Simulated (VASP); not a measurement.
# InSb3 (Pm-3m) in VASP: settings compared

The runs below take InSb3 through relaxation of cell and atoms, single point, with r2SCAN, PBEsol, HSE06, PBE0.

Everything below comes from runs of VASP 6.6.1. Logs are shortened: lines on timing, memory, paths and dates and some standing lists are left out, and cuts for length are marked.

### Step 1. The cell of the first run

It takes space group Pm-3m (No. 221, cubic). Conventional cell: a = 4.806 Å, b = 4.806 Å, c = 4.806 Å, α = 90.00°, β = 90.00°, γ = 90.00°. Sb (site symmetry 4/mmm) has 8 Sb at 3.40 Å and 4 In at 3.40 Å within 4.5 Å. In (site symmetry m-3m) has 12 Sb at 3.40 Å within 4.5 Å.

### Step 2. Relaxation of cell and atoms, r2SCAN, target pressure 30 GPa, at which the enthalpy is minimised

File POSCAR:

```
InSb3
1.0
    4.8063670000      0.0000000000      0.0000000000
    0.0000000000      4.8063670000      0.0000000000
    0.0000000000      0.0000000000      4.8063670000
Sb In
3 1
Direct
    0.5000000000      0.5000000000      0.0000000000
    0.0000000000      0.5000000000      0.5000000000
    0.5000000000      0.0000000000      0.5000000000
    0.0000000000      0.0000000000      0.0000000000
```

File INCAR.step1:

```
ALGO = Normal
EDIFF = 1E-4
ENCUT = 600
GGA = PE
ISMEAR = -1
LASPH = T
LCHARG = F
LREAL = F
LWAVE = T
NELM = 100
PREC = Accurate
SIGMA = 0.05
```

File INCAR.step2:

```
ALGO = Normal
EDIFF = 1E-6
EDIFFG = -0.01
ENCUT = 600
IBRION = 2
ISIF = 3
ISMEAR = -1
ISTART = 1
LASPH = T
LCHARG = F
LMIXTAU = T
LREAL = F
LWAVE = F
METAGGA = R2SCAN
NELM = 100
NSW = 60
PREC = Accurate
PSTRESS = 300.0
SIGMA = 0.05
```

File KPOINTS:

```
k-points
0
Gamma
  6 6 6
```

Potentials or basis: VASP PAW PBE potentials, release 64 (Sb, In_d).

Command:

```
cat potpaw_PBE.64/Sb/POTCAR potpaw_PBE.64/In_d/POTCAR > POTCAR
cp INCAR.step1 INCAR
mpirun -np 1 vasp_std > vasp.out
cp INCAR.step2 INCAR
mpirun -np 1 vasp_std > vasp.out
```

OUTCAR:

```text
EDIFF = 1E-6
   EDIFFG = -0.01
   ENCUT = 600
   IBRION = 2
   ISIF = 3
   ISMEAR = -1
   ISTART = 1
   LASPH = T
   LREAL = F
   METAGGA = R2SCAN
   NELM = 100
   NSW = 60
   PREC = Accurate
   PSTRESS = 300.0

 ion  position               nearest neighbor table
   1  0.500  0.500  0.000-   2 3.40   3 3.40   4 3.40   2 3.40   3 3.40   3 3.40   4 3.40   3 3.40
                             2 3.40   4 3.40   2 3.40   4 3.40
   2  0.000  0.500  0.500-   1 3.40   3 3.40   4 3.40   1 3.40   4 3.40   3 3.40   4 3.40   4 3.40
                             1 3.40   3 3.40   1 3.40   3 3.40
   3  0.500  0.000  0.500-   1 3.40   2 3.40   4 3.40   1 3.40   4 3.40   1 3.40   2 3.40   1 3.40
                             2 3.40   4 3.40   4 3.40   2 3.40
   4  0.000  0.000  0.000-   1 3.40   2 3.40   3 3.40   2 3.40   3 3.40   1 3.40   2 3.40   2 3.40
                             1 3.40   3 3.40   3 3.40   1 3.40

  LATTYP: Found a simple cubic cell.
 ALAT       =     4.8063670000

  Lattice vectors:

 A1 = (   4.8063670000,   0.0000000000,   0.0000000000)
 A2 = (   0.0000000000,   4.8063670000,   0.0000000000)
 A3 = (   0.0000000000,   0.0000000000,   4.8063670000)

Analysis of symmetry for initial positions (statically):
=====================================================================
 Subroutine PRICEL returns:
 Original cell was already a primitive cell.

 Routine SETGRP: Setting up the symmetry group for a
 simple cubic supercell.

 Subroutine GETGRP returns: Found 48 space group operations
 (whereof 48 operations were pure point group operations)
 out of a pool of 48 trial point group operations.

The static configuration has the point symmetry O_h .

Analysis of symmetry for dynamics (positions and initial velocities):
=====================================================================
 Subroutine PRICEL returns:
 Original cell was already a primitive cell.

 Routine SETGRP: Setting up the symmetry group for a
 simple cubic supercell.

 Subroutine GETGRP returns: Found 48 space group operations
 (whereof 48 operations were pure point group operations)
 out of a pool of 48 trial point group operations.

The dynamic configuration has the point symmetry O_h .

 Subroutine INISYM returns: Found 48 space group operations
 (whereof 48 operations are pure point group operations),
 and found     1 'primitive' translations

----------------------------------------------------------------------------------------

                                     Primitive cell

  volume of cell :     111.0327

  direct lattice vectors                    reciprocal lattice vectors
     4.806367000  0.000000000  0.000000000     0.208057354  0.000000000  0.000000000
     0.000000000  4.806367000  0.000000000     0.000000000  0.208057354  0.000000000
     0.000000000  0.000000000  4.806367000     0.000000000  0.000000000  0.208057354

  length of vectors
     4.806367000  4.806367000  4.806367000     0.208057354  0.208057354  0.208057354

  position of ions in fractional coordinates (direct lattice)
     0.500000000  0.500000000  0.000000000
     0.000000000  0.500000000  0.500000000
     0.500000000  0.000000000  0.500000000
     0.000000000  0.000000000  0.000000000

  ion indices of the primitive-cell ions
   primitive index   ion index
                 1           1
                 2           2
                 3           3
                 4           4

----------------------------------------------------------------------------------------

 KPOINTS: k-points

Automatic generation of k-mesh.
 Grid dimensions read from file:
 generate k-points for:    6    6    6

 Generating k-lattice:

  Cartesian coordinates                     Fractional coordinates (reciprocal lattice)
     0.034676226  0.000000000  0.000000000     0.166666667  0.000000000  0.000000000
     0.000000000  0.034676226  0.000000000     0.000000000  0.166666667  0.000000000
     0.000000000  0.000000000  0.034676226     0.000000000  0.000000000  0.166666667

  Length of vectors
     0.034676226  0.034676226  0.034676226

  Shift w.r.t. Gamma in fractional coordinates (k-lattice)
     0.000000000  0.000000000  0.000000000

 Subroutine IBZKPT returns following result:
 ===========================================

 Found     20 irreducible k-points:

 Following reciprocal coordinates:
            Coordinates               Weight
  0.000000  0.000000  0.000000      1.000000
  0.166667  0.000000  0.000000      6.000000
  0.333333  0.000000  0.000000      6.000000
  0.500000  0.000000  0.000000      3.000000
  0.166667  0.166667  0.000000     12.000000
  0.333333  0.166667  0.000000     24.000000
[... 12 lines left out ...]
  0.500000  0.500000  0.333333      6.000000
  0.500000  0.500000  0.500000      1.000000
   k-points           NKPTS =     20   k-points in BZ     NKDIM =     20   number of bands    NBANDS=     18
   number of dos      NEDOS =    301   number of ions     NIONS =      4
   total plane-waves  NPLWV =  64000
   dimension x,y,z NGX =    40 NGY =   40 NGZ =   40
   dimension x,y,z NGXF=    80 NGYF=   80 NGZF=   80
   ions per type =               3   1
   NGX,Y,Z   is equivalent  to a cutoff of  13.84, 13.84, 13.84 a.u.
   NGXF,Y,Z  is equivalent  to a cutoff of  27.67, 27.67, 27.67 a.u.
 SYSTEM =  unknown system
   PREC   = accura    normal or accurate (medium, high low for compatibility)
   ISTART =      1    job   : 0-new  1-cont  2-samecut
   ICHARG =      0    charge: 1-file 2-atom 10-const
   ISPIN  =      1    spin polarized calculation?
   LNONCOLLINEAR =      F non collinear calculations
   LSORBIT =      F    spin-orbit coupling
   LASPH  =      T    aspherical Exc in radial PAW
   ENCUT  =  600.0 eV  44.10 Ry    6.64 a.u.   9.60  9.60  9.60*2*pi/ulx,y,z
   NELM   =    100;   NELMIN=  2; NELMDL=  0     # of ELM steps
   EDIFF  = 0.1E-05   stopping-criterion for ELM
   LREAL  =      F    real-space projection
   EDIFFG = -.1E-01   stopping-criterion for IOM
   NSW    =     60    number of steps for IOM
   IBRION =      2    ionic relax: 0-MD 1-quasi-New 2-CG
   NFREE  =      1    steps in history (QN), initial steepest desc. (CG)
   ISIF   =      3    stress and relaxation
   ISYM   =      2    0-nonsym 1-usesym 2-fastsym
   POTIM  = 0.5000    time-step for ionic-motion
   TEBEG  =    0.0;   TEEND  =   0.0 temperature during run
   PSTRESS=  300.0 pullay stress
   NELECT =      28.0000    total number of electrons
   NUPDOWN=      -1.0000    fix difference up-down
   EMIN   =  10.00;   EMAX   =-10.00  energy-range for DOS
   EFERMI =   0.00;   METHOD = LEGACY
   ISMEAR =    -1;   SIGMA  =   0.05  broadening in eV -4-tet -1-fermi 0-gaus
   EFERMI_NEDOS =   21; number of points for ismear=-14 and -15
   IALGO  =     38    algorithm
   IMIX   =      4    mixing-type and parameters
     AMIX     =   0.40;   BMIX     =  1.00
     AMIX_MAG =   1.60;   BMIX_MAG =  1.00
  volume/ion in A,a.u.               =      27.76       187.32
  Fermi-wavevector in a.u.,A,eV,Ry     =   1.034294  1.954532 14.555018  1.069764
  Thomas-Fermi vector in A             =   2.168582
   LORBIT       =      0    0 simple, 1 ext, 2 COOP (PROOUT), +10 PAW based schemes
   METAGGA = R2SCAN    functional components
   LHFCALC =     F    Hartree Fock is set to
   AEXX    =    0.0000 exact exchange contribution
   IVDW    =     0    specifies the selected vdW correction
   LEPSILON=     F    determine dielectric tensor
   LRPA    =     F    only Hartree local field effects (RPA)
 conjugate gradient relaxation of ions
 non-spin polarized calculation
  energy-cutoff  :      600.00
  volume of cell :      111.03
 maximum number of plane-waves:      3755
 NGX is ok and might be reduce to    40
   NGX = 19   NGY = 19   NGZ = 19

--------------------------------------- Ionic step        1  -------------------------------------------

 number of electron      28.0000000 magnetization

 Free energy of the ion-electron system (eV)
  ---------------------------------------------------
  ext. energy  EPLUGINS =         0.00000000
  ---------------------------------------------------
  free energy    TOTEN  =       -98.54904854 eV

  energy without entropy =      -98.53263233  energy(sigma->0) =      -98.54084043

 E-fermi :   7.7665     XC(G=0): -10.6644

 val. band max:        7.7289908036   @ k =   0.5000   0.3333   0.0000
 cond. band min:       7.9211749347   @ k =   0.3333   0.1667   0.0000
 fundamental gap:      0.1921841311
 Fermi energy:         7.7664673135

 k-point     1 :       0.0000    0.0000    0.0000
  band No.  band energies     occupation
      1      -7.3884      2.00000
      2      -7.3884      2.00000
      3      -7.3721      2.00000
      4      -7.3721      2.00000
      5      -7.3721      2.00000
      6      -4.9839      2.00000
[... 10 lines left out ...]
     17       9.6352      0.00000
     18       9.6352      0.00000
[... 499 lines left out ...]
 POSITION                                       TOTAL-FORCE (eV/Angst)
 -----------------------------------------------------------------------------------
      2.21318      2.21318     -0.00000        -0.000000     -0.000000      0.000000
     -0.00000      2.21318      2.21318        -0.000000     -0.000000      0.000000
      2.21318     -0.00000      2.21318        -0.000000     -0.000000      0.000000
      0.00000      0.00000      0.00000         0.000000      0.000000      0.000000
 -----------------------------------------------------------------------------------
    total drift:                               -0.000000     -0.000000      0.000000

  FREE ENERGIE OF THE ION-ELECTRON SYSTEM (eV)
  ---------------------------------------------------
  free  energy   TOTEN  =       -97.2867766096 eV

  energy  without entropy=      -97.2682799020  energy(sigma->0) =      -97.27752826

  enthalpy is  TOTEN    =       -81.0480736147 eV   P V=       16.2387029948

[... ionic steps 4 to 13 ...]

--------------------------------------- Ionic step       14  -------------------------------------------

 number of electron      27.9999995 magnetization

------------------------ aborting loop because EDIFF is reached ----------------------------------------

  FORCE on cell =-STRESS in cart. coord.  units (eV):
  Direction    XX          YY          ZZ          XY          YZ          ZX
  --------------------------------------------------------------------------------------
  -------------------------------------------------------------------------------------
  Total       15.2477320     15.2477320     15.2477320      0.0000000     -0.0000000      0.0000000
  in kB      295.8926883    295.8926883    295.8926883      0.0000000     -0.0000000      0.0000000
  external PRESSURE =      -4.1073117 kB  Pullay stress =     300.0000000 kB

 VOLUME and BASIS-vectors are now :
 -----------------------------------------------------------------------------
  energy-cutoff  :      600.00
  volume of cell :       82.56
      direct lattice vectors                 reciprocal lattice vectors
     4.354388751  0.000000000 -0.000000000     0.229653358 -0.000000000 -0.000000000
     0.000000000  4.354388751 -0.000000000    -0.000000000  0.229653358 -0.000000000
     0.000000000  0.000000000  4.354388751     0.000000000  0.000000000  0.229653358
[... 50 lines left out ...]
  FREE ENERGIE OF THE ION-ELECTRON SYSTEM (eV)
  ---------------------------------------------------
  free  energy   TOTEN  =       -96.5959722431 eV

  energy  without entropy=      -96.5772322494  energy(sigma->0) =      -96.58660225

  enthalpy is  TOTEN    =       -81.1643594660 eV   P V=       15.4316127771

--------------------------------------- Ionic step       16  -------------------------------------------

 number of electron      27.9999996 magnetization

 Free energy of the ion-electron system (eV)
  ---------------------------------------------------
  ext. energy  EPLUGINS =         0.00000000
  ---------------------------------------------------
  free energy    TOTEN  =       -96.58923257 eV

  energy without entropy =      -96.57048874  energy(sigma->0) =      -96.57986066

 E-fermi :  11.9141     XC(G=0): -12.2113

 val. band max:       11.8727066147   @ k =   0.5000   0.1667   0.0000
 cond. band min:      12.1425700636   @ k =   0.5000   0.5000   0.0000
 fundamental gap:      0.2698634489
 Fermi energy:        11.9140991480

 k-point     1 :       0.0000    0.0000    0.0000
  band No.  band energies     occupation
      1      -3.6330      2.00000
      2      -3.6330      2.00000
      3      -3.5678      2.00000
      4      -3.5678      2.00000
      5      -3.5678      2.00000
      6      -3.4001      2.00000
[... 10 lines left out ...]
     17      14.1903      0.00000
     18      14.1903      0.00000
[... 419 lines left out ...]
 POSITION                                       TOTAL-FORCE (eV/Angst)
 -----------------------------------------------------------------------------------
      2.17557      2.17557     -0.00000         0.000000      0.000000      0.000000
      0.00000      2.17557      2.17557         0.000000      0.000000     -0.000000
      2.17557      0.00000      2.17557         0.000000      0.000000     -0.000000
      4.35114      0.00000     -0.00000        -0.000000     -0.000000     -0.000000
 -----------------------------------------------------------------------------------
    total drift:                               -0.000000     -0.000000     -0.000000

  FREE ENERGIE OF THE ION-ELECTRON SYSTEM (eV)
  ---------------------------------------------------
  free  energy   TOTEN  =       -96.5892325718 eV

  energy  without entropy=      -96.5704887390  energy(sigma->0) =      -96.57986066

  enthalpy is  TOTEN    =       -81.1643708222 eV   P V=       15.4248617495

 reached required accuracy - stopping structural energy minimisation
```

Run time: 15 min. Hardware: 1 thread of Intel Xeon 6975P-C (Granite Rapids), shared host; peak memory 0.3 GiB.

What came out:

```
Free energy                                                : -96.5892 eV
Relaxed volume                                             : 20.59 Å³/atom
Relaxed cell                                               : a = 4.351 Å, b = 4.351 Å, c = 4.351 Å, α = 90.00°, β = 90.00°, γ = 90.00°
Space group after relaxing (to 0.1 Å)                      : Pm-3m (No. 221)
Energy change on relaxing (the run minimises the enthalpy) : +490.0 meV/atom
Ionic steps                                                : 16
Pressure after relaxing                                    : 30.0 GPa
Band gap on the k mesh                                     : zero (bands 14 and 15 overlap by 7.08 eV)
```

Step by step:
```tsv
step	energy change (eV)	largest force (eV/Å)	pressure (GPa)	volume (Å³)
1	0.0000	0.0000	-0.60	111.03
2	32.7581	0.0000	380.89	45.77
3	1.2623	0.0000	21.81	86.72
4	1.5711	0.0000	25.51	84.63
5	1.9724	0.0000	30.16	82.31
6	1.8766	0.0000	29.04	82.83
7	1.8821	0.0000	29.09	82.80
8	1.8988	0.0000	29.28	82.71
9	1.8991	0.0000	29.30	82.71
10	1.9000	0.0000	29.30	82.70
11	1.9016	0.0000	29.33	82.69
12	1.9051	0.0000	29.37	82.67
13	1.9119	0.0000	29.43	82.64
14	1.9255	0.0000	29.59	82.56
15	1.9531	0.0000	29.92	82.41
16	1.9598	0.0000	29.98	82.38
```

Final structure:
```
CELL_PARAMETERS angstrom
4.35114 0.00000 0.00000
0.00000 4.35114 0.00000
0.00000 0.00000 4.35114
ATOMIC_POSITIONS crystal
Sb 0.50000 0.50000 0.00000
Sb 0.00000 0.50000 0.50000
Sb 0.50000 0.00000 0.50000
In 0.00000 0.00000 0.00000
```

Levels at points of the mesh, in eV from the Fermi level:
```tsv
k point	band 11	band 12	band 13	band 14	band 15	band 16	band 17	band 18
(0.00, 0.00, 0.00)	-6.20	-3.59	0.66	0.66	0.66	2.28	2.28	2.28
(0.50, 0.00, 0.00)	-3.82	-3.20	-3.20	-1.68	-1.43	3.27	3.27	4.16
(0.50, 0.50, 0.00)	-2.04	-1.59	-1.59	-1.55	-1.55	0.23	0.70	5.02
(0.50, 0.50, 0.50)	-7.19	-7.19	-5.69	5.53	5.53	5.67	5.67	5.67
```

Caveat: the cell is relaxed towards a set pressure, so the run minimises the enthalpy, not the energy; the volume moved by over 15 % at a fixed basis, so the end points are rough; the PAW data sets were made with another functional, which shifts forces and pressure a little; spin-orbit coupling is left out, which moves the levels of the heavy elements.

### Step 3. Single point, PBEsol

File INCAR:

```
ALGO = Normal
EDIFF = 1E-6
ENCUT = 520
GGA = PS
ISIF = 2
ISMEAR = -1
LASPH = True
LCHARG = False
LREAL = False
LWAVE = False
NBANDS = 22
NELM = 100
PREC = Accurate
SIGMA = 0.03
```

File KPOINTS:

```
k-points
0
Gamma
  4 4 4
```

POSCAR is that of step 2.

Potentials or basis: VASP PAW PBE potentials, release 64 (Sb, In_d).

Command:

```
cat potpaw_PBE.64/Sb/POTCAR potpaw_PBE.64/In_d/POTCAR > POTCAR
mpirun -np 1 vasp_std > vasp.out
```

Run time: 9.1 s. Hardware: 1 thread of AMD EPYC 9R45 (Zen 5), shared host; peak memory 0.18 GiB.

It converged, with:

```yaml
Free_energy: -16.0100 eV
Pressure: -2.4 GPa
Band_gap_on_the_k_mesh: zero (bands 14 and 15 overlap by 4.58 eV)
```

Levels at points of the mesh, in eV from the Fermi level:
```csv
k point,band 11,band 12,band 13,band 14,band 15,band 16,band 17,band 18
"(0.00, 0.00, 0.00)",-4.07,-3.43,0.68,0.68,0.68,1.92,1.92,1.92
"(0.50, 0.00, 0.00)",-2.68,-1.88,-1.88,-0.88,-0.66,2.21,2.39,2.39
"(0.50, 0.50, 0.00)",-1.42,-1.42,-1.14,-0.87,-0.87,-0.26,1.23,3.48
"(0.50, 0.50, 0.50)",-4.76,-4.76,-4.63,3.71,3.71,3.81,3.81,3.81
```

Caveat: the PAW data sets were made with another functional, which shifts forces and pressure a little; spin-orbit coupling is left out, which moves the levels of the heavy elements.

(Continued in part 2 of 2.)

The gap in the log of VASP goes by the Fermi energy; the results here count the filled bands.